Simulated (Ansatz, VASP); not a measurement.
**In3GaSb2N2: VASP beside Ansatz**

```
CELL_PARAMETERS angstrom
3.92485 0.00000 0.00000
0.00000 3.92485 0.00000
0.00000 0.00000 12.34615
ATOMIC_POSITIONS crystal
In 0.50000 0.50000 0.15593
In 0.50000 0.50000 0.84407
In 0.00000 0.00000 0.50000
Ga 0.00000 0.00000 0.00000
Sb 0.50000 0.00000 0.65977
Sb 0.00000 0.50000 0.34023
N 0.00000 0.50000 0.93065
N 0.50000 0.00000 0.06935
```

Alike in both runs: functional PBE; k mesh 3 × 3 × 1; occupations gaussian, width 0.15 eV; no spin polarisation.

Ansatz relaxed the structure, and its values are those at the end. VASP's run is a single point on that final structure, the one shown.

```csv
,VASP,Ansatz
version,VASP 6.6.1,Ansatz 0.2.0
potentials or method,"VASP PAW PBE potentials, release 64 (In_d, Ga_d, Sb, N), cutoff 520 eV","scalar-relativistic, plane waves, PAW"
valence electrons in the cell,72,92
```

```csv
,VASP,Ansatz,Ansatz less VASP
gap on the k mesh at the Fermi level (eV),none,none,-
pressure (GPa),0.2,0.2,-0.06
rms of the force components (eV/Å),0.029,0.027,-0.0018
```

A gap of «none» marks a metal or a gap that the smearing closes. VASP's potentials hold 72 valence electrons a cell and Ansatz's 92, so a difference there can come from the potentials and not from the codes.

The k mesh is coarse, so the values compare programs but aren't converged. Neither program's run includes spin-orbit coupling.
